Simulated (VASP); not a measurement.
# HfB2 (P6/mmm) in VASP: further runs, part 2 of 2

VASP 6.6.1. The steps go on from the part before.

## 4. Single point, PBE

This run uses another cell than the first one, of 9.64 Å³/atom, 1.058 times its volume.

INCAR

```
PREC = Accurate ; ENCUT = 520
EDIFF = 1E-6 ; ISMEAR = -1
SIGMA = 0.1 ; LREAL = F
LASPH = T ; NELM = 80
ALGO = Normal ; ISIF = 2
LWAVE = F ; LCHARG = F
GGA = PE ; NBANDS = 15
```

KPOINTS

```
regular mesh
0
Gamma
  11 11 8
```

POSCAR

```
HfB2
1.0
    3.1118370479      0.0000000000      0.0000000000
   -1.5559185240      2.6949301660      0.0000000000
    0.0000000000      0.0000000000      3.4487875563
Hf B
1 2
Direct
    0.0000000000      0.0000000000      0.0000000000
    0.3333333333      0.6666666667      0.5000000000
    0.6666666667      0.3333333333      0.5000000000
```

Potentials or basis: VASP PAW PBE potentials, release 64 (Hf_pv, B).

On the command line:

```sh
> cat potpaw_PBE.64/Hf_pv/POTCAR potpaw_PBE.64/B/POTCAR > POTCAR
> mpirun -np 1 vasp_std > vasp.out
```

OUTCAR:

```text
PREC = Accurate
   ENCUT = 520
   EDIFF = 1E-6
   ISMEAR = -1
   LREAL = F
   LASPH = T
   NELM = 80
   ISIF = 2
   GGA = PE

 ion  position               nearest neighbor table
   1  0.000  0.000  0.000-   2 2.49   3 2.49   2 2.49   3 2.49   3 2.49   3 2.49   2 2.49   2 2.49
                             3 2.49   3 2.49   2 2.49   2 2.49
   2  0.333  0.667  0.500-   3 1.80   3 1.80   3 1.80   1 2.49   1 2.49   1 2.49   1 2.49   1 2.49
                             1 2.49
   3  0.667  0.333  0.500-   2 1.80   2 1.80   2 1.80   1 2.49   1 2.49   1 2.49   1 2.49   1 2.49
                             1 2.49

  LATTYP: Found a hexagonal cell.
 ALAT       =     3.1118370479
 C/A-ratio  =     1.1082802548

  Lattice vectors:

 A1 = (   3.1118370479,   0.0000000000,   0.0000000000)
 A2 = (  -1.5559185240,   2.6949301660,   0.0000000000)
 A3 = (   0.0000000000,   0.0000000000,   3.4487875563)

Analysis of symmetry for initial positions (statically):
=====================================================================
 Subroutine PRICEL returns:
 Original cell was already a primitive cell.

 Routine SETGRP: Setting up the symmetry group for a
 hexagonal supercell.

 Subroutine GETGRP returns: Found 24 space group operations
[... 178 lines left out ...]
      3     -22.1336      2.00000
      4      -6.0227      2.00000
      5       4.8123      2.00000
      6       4.9314      2.00000
      7       4.9314      2.00000
      8       5.1133      2.00000
      9      12.0480      0.00000
     10      12.0480      0.00000
     11      12.6933      0.00000
     12      12.6933      0.00000
     13      12.9949      0.00000
     14      12.9949      0.00000
[... 401 lines left out ...]
      2     -22.5223      2.00000
      3     -22.2370      2.00000
      4      -4.6166      2.00000
      5       2.5284      2.00000
      6       3.6084      2.00000
      7       4.3502      2.00000
      8       6.5053      2.00000
      9       8.7478      0.00015
     10      11.4505      0.00000
     11      12.2521      0.00000
     12      13.0794      0.00000
     13      14.3923      0.00000
     14      15.1219      0.00000
     15      16.7415      0.00000

 [... further k-points ...]
[... 5 lines left out ...]
  --------------------------------------------------------------------------------------
  -------------------------------------------------------------------------------------
  Total        1.5263630      1.5263633      1.4513004     -0.0000000      0.0000000      0.0000000
  in kB       84.5546732     84.5546877     80.3964908     -0.0000000      0.0000000      0.0000000
  external PRESSURE =      83.1686173 kB  Pullay stress =       0.0000000 kB

 VOLUME and BASIS-vectors are now :
 -----------------------------------------------------------------------------
  energy-cutoff  :      520.00
  volume of cell :       28.92
      direct lattice vectors                 reciprocal lattice vectors
     3.111837048  0.000000000  0.000000000     0.321353588  0.185533565  0.000000000
    -1.555918524  2.694930166  0.000000000     0.000000000  0.371067129  0.000000000
     0.000000000  0.000000000  3.448787556     0.000000000  0.000000000  0.289956973

 POSITION                                       TOTAL-FORCE (eV/Angst)
 -----------------------------------------------------------------------------------
      0.00000      0.00000      0.00000         0.000000     -0.000000      0.000000
     -0.00000      1.79662      1.72439         0.000000     -0.000000     -0.000000
      1.55592      0.89831      1.72439        -0.000000      0.000000      0.000000
 -----------------------------------------------------------------------------------
    total drift:                               -0.000000      0.000000      0.000000

  FREE ENERGIE OF THE ION-ELECTRON SYSTEM (eV)
  ---------------------------------------------------
  free  energy   TOTEN  =       -26.3842264976 eV

  energy  without entropy=      -26.3776570797  energy(sigma->0) =      -26.38094179
```

It took 16 s on 1 thread of Intel Xeon 6975P-C, shared host; peak memory 0.17 GiB.

What came out:

- Free energy: -26.3842 eV
- Pressure: 8.3 GPa
- Band gap on the k mesh: zero (band 8 reaches 8.49 eV, above the bottom of band 9 at 7.36 eV)

Stress tensor (GPa, compression positive):
```
8.46 0.00 0.00
0.00 8.46 0.00
0.00 0.00 8.04
```

Caveat: spin-orbit coupling is left out, which moves the levels of the heavy elements.

## 5. Single point, PBE

This run uses another cell than the first one, of 10.17 Å³/atom, 1.116 times its volume.

INCAR

```
SYSTEM = HfB2
  PREC = Accurate
  ENCUT = 520
  EDIFF = 1E-6
  ISMEAR = -1
  SIGMA = 0.1
  LREAL = .FALSE.
  LASPH = .TRUE.
  NELM = 60
  ALGO = Normal
  ISIF = 2
  LWAVE = .FALSE.
  LCHARG = .FALSE.
  GGA = PE
  NBANDS = 15
```

KPOINTS

```
regular mesh
0
G
  11 11 8
  0 0 0
```

POSCAR

```
HfB2
1.0
    3.1676666238      0.0000000000      0.0000000000
   -1.5838333119      2.7432800011      0.0000000000
    0.0000000000      0.0000000000      3.5106623729
Hf B
1 2
Direct
    0.0000000000      0.0000000000      0.0000000000
    0.3333333333      0.6666666667      0.5000000000
    0.6666666667      0.3333333333      0.5000000000
```

On the command line:

```sh
> cat potpaw_PBE.64/Hf_pv/POTCAR potpaw_PBE.64/B/POTCAR > POTCAR
> mpirun -np 1 vasp_std > vasp.out
```

Wall time 19 s (1 thread of Intel Xeon 6975P-C, shared host); peak memory 0.17 GiB.

It converged, with:

```
Free energy            : -26.3961 eV
Pressure               : -5.5 GPa
Band gap on the k mesh : zero (band 8 reaches 8.04 eV, above the bottom of band 9 at 6.98 eV)
```

Stress tensor (GPa, compression positive):
```
-5.82  0.00  0.00
 0.00 -5.82  0.00
 0.00  0.00 -4.74
```

Levels at points of the mesh, in eV from the Fermi level:
```tsv
k point	band 5	band 6	band 7	band 8	band 9	band 10	band 11	band 12
(0.00, 0.00, 0.00)	-2.86	-2.77	-2.77	-2.71	3.97	3.97	4.59	4.59
(0.00, 0.00, 0.50)	-8.19	-1.11	-1.11	0.39	0.39	1.05	1.05	2.24
```

Caveat: spin-orbit coupling is left out, which moves the levels of the heavy elements.

## 6. Single point, PBE

This run uses another cell than the first one, of 10.43 Å³/atom, 1.145 times its volume.

INCAR

```
SYSTEM = HfB2
  ALGO = Normal
  EDIFF = 1E-7
  ENCUT = 520
  GGA = PE
  ISIF = 2
  ISMEAR = -1
  LASPH = .TRUE.
  LCHARG = .FALSE.
  LREAL = .FALSE.
  LWAVE = .FALSE.
  NBANDS = 15
  NELM = 100
  PREC = Accurate
  SIGMA = 0.1
```

KPOINTS

```
k-points
0
G
  11 11 8
  0 0 0
```

POSCAR

```
HfB2
1.0
    3.1948582252      0.0000000000      0.0000000000
   -1.5974291126      2.7668286207      0.0000000000
    0.0000000000      0.0000000000      3.5407982878
Hf B
1 2
Direct
    0.0000000000      0.0000000000      0.0000000000
    0.3333333333      0.6666666667      0.5000000000
    0.6666666667      0.3333333333      0.5000000000
```

Potentials or basis: VASP PAW PBE potentials, release 64 (Hf_pv, B).

On the command line:

```sh
> cat potpaw_PBE.64/Hf_pv/POTCAR potpaw_PBE.64/B/POTCAR > POTCAR
> mpirun -np 1 vasp_std > vasp.out
```

OUTCAR:

```text
SYSTEM = HfB2
   EDIFF = 1E-7
   ENCUT = 520
   GGA = PE
   ISIF = 2
   ISMEAR = -1
   LASPH = .TRUE.
   LREAL = .FALSE.
   NELM = 100
   PREC = Accurate

 ion  position               nearest neighbor table
   1  0.000  0.000  0.000-   2 2.56   3 2.56   2 2.56   3 2.56   3 2.56   3 2.56   2 2.56   2 2.56
                             3 2.56   3 2.56   2 2.56   2 2.56
   2  0.333  0.667  0.500-   3 1.84   3 1.84   3 1.84   1 2.56   1 2.56   1 2.56   1 2.56   1 2.56
                             1 2.56
   3  0.667  0.333  0.500-   2 1.84   2 1.84   2 1.84   1 2.56   1 2.56   1 2.56   1 2.56   1 2.56
                             1 2.56

  LATTYP: Found a hexagonal cell.
 ALAT       =     3.1948582252
 C/A-ratio  =     1.1082802548

  Lattice vectors:

 A1 = (   3.1948582252,   0.0000000000,   0.0000000000)
 A2 = (  -1.5974291126,   2.7668286207,   0.0000000000)
 A3 = (   0.0000000000,   0.0000000000,   3.5407982878)

Analysis of symmetry for initial positions (statically):
=====================================================================
 Subroutine PRICEL returns:
 Original cell was already a primitive cell.

 Routine SETGRP: Setting up the symmetry group for a
 hexagonal supercell.

 Subroutine GETGRP returns: Found 24 space group operations
[... 180 lines left out ...]
      5       4.3876      2.00000
      6       4.4747      2.00000
      7       4.4747      2.00000
      8       4.4775      2.00000
      9      11.0330      0.00000
     10      11.0330      0.00000
     11      11.6496      0.00000
     12      11.6496      0.00000
     13      11.8736      0.00000
     14      12.0434      0.00000
[... 401 lines left out ...]
      2     -23.3962      2.00000
      3     -23.1828      2.00000
      4      -4.8874      2.00000
      5       2.0932      2.00000
      6       3.1375      2.00000
      7       3.8459      2.00000
      8       5.9885      1.99999
      9       8.0673      0.00032
     10      10.5089      0.00000
     11      11.2675      0.00000
     12      11.9318      0.00000
     13      13.1935      0.00000
     14      13.8576      0.00000
     15      15.2614      0.00000

 [... further k-points ...]
[... 5 lines left out ...]
  --------------------------------------------------------------------------------------
  -------------------------------------------------------------------------------------
  Total       -2.2873208     -2.2873212     -1.9385049      0.0000000      0.0000000      0.0000000
  in kB     -117.0853681   -117.0853880    -99.2298758      0.0000000      0.0000000      0.0000000
  external PRESSURE =    -111.1335440 kB  Pullay stress =       0.0000000 kB

 VOLUME and BASIS-vectors are now :
 -----------------------------------------------------------------------------
  energy-cutoff  :      520.00
  volume of cell :       31.30
      direct lattice vectors                 reciprocal lattice vectors
     3.194858225  0.000000000  0.000000000     0.313002935  0.180712313  0.000000000
    -1.597429113  2.766828621  0.000000000     0.000000000  0.361424626  0.000000000
     0.000000000  0.000000000  3.540798288     0.000000000  0.000000000  0.282422188

 POSITION                                       TOTAL-FORCE (eV/Angst)
 -----------------------------------------------------------------------------------
      0.00000      0.00000      0.00000         0.000000      0.000000      0.000000
     -0.00000      1.84455      1.77040        -0.000000      0.000000      0.000000
      1.59743      0.92228      1.77040         0.000000      0.000000     -0.000000
 -----------------------------------------------------------------------------------
    total drift:                               -0.000000      0.000000      0.000000

  FREE ENERGIE OF THE ION-ELECTRON SYSTEM (eV)
  ---------------------------------------------------
  free  energy   TOTEN  =       -26.3551205313 eV

  energy  without entropy=      -26.3477864961  energy(sigma->0) =      -26.35145351
```

Wall time 20 s (1 thread of Intel Xeon 6975P-C, shared host); peak memory 0.17 GiB.

Results:

| Item | Value |
| --- | --- |
| Free energy | -26.3551 eV |
| Pressure | -11.1 GPa |
| Band gap on the k mesh | zero (band 8 reaches 7.82 eV, above the bottom of band 9 at 6.79 eV) |

Stress tensor (GPa, compression positive):
```
-11.71   0.00   0.00
  0.00 -11.71   0.00
  0.00   0.00  -9.92
```

Caveat: spin-orbit coupling is left out, which moves the levels of the heavy elements.

## 7. The runs side by side

| cell | gap on the mesh (eV) | pressure (GPa) |
| --- | --- | --- |
| a = 3.054, b = 3.054, c = 3.385 Å, angles 90.0, 90.0, 120.0°, 3 atoms | none | 26.2 |
| a = 3.083, b = 3.083, c = 3.417 Å, angles 90.0, 90.0, 120.0°, 3 atoms | none | 16.7 |
| a = 3.112, b = 3.112, c = 3.449 Å, angles 90.0, 90.0, 120.0°, 3 atoms | none | 8.3 |
| a = 3.168, b = 3.168, c = 3.511 Å, angles 90.0, 90.0, 120.0°, 3 atoms | none | -5.5 |
| a = 3.195, b = 3.195, c = 3.541 Å, angles 90.0, 90.0, 120.0°, 3 atoms | none | -11.1 |

Alike in all rows: task single point; level PBE; potentials or basis VASP PAW PBE potentials, release 64 (Hf_pv, B); no spin polarisation; k mesh 11 × 11 × 8; cutoff (eV) 520; smearing fermi-dirac 0.1 eV.

Caveats: spin-orbit coupling is left out, which moves the levels of the heavy elements.

Absolute energies hang on the potentials; compare differences alone.
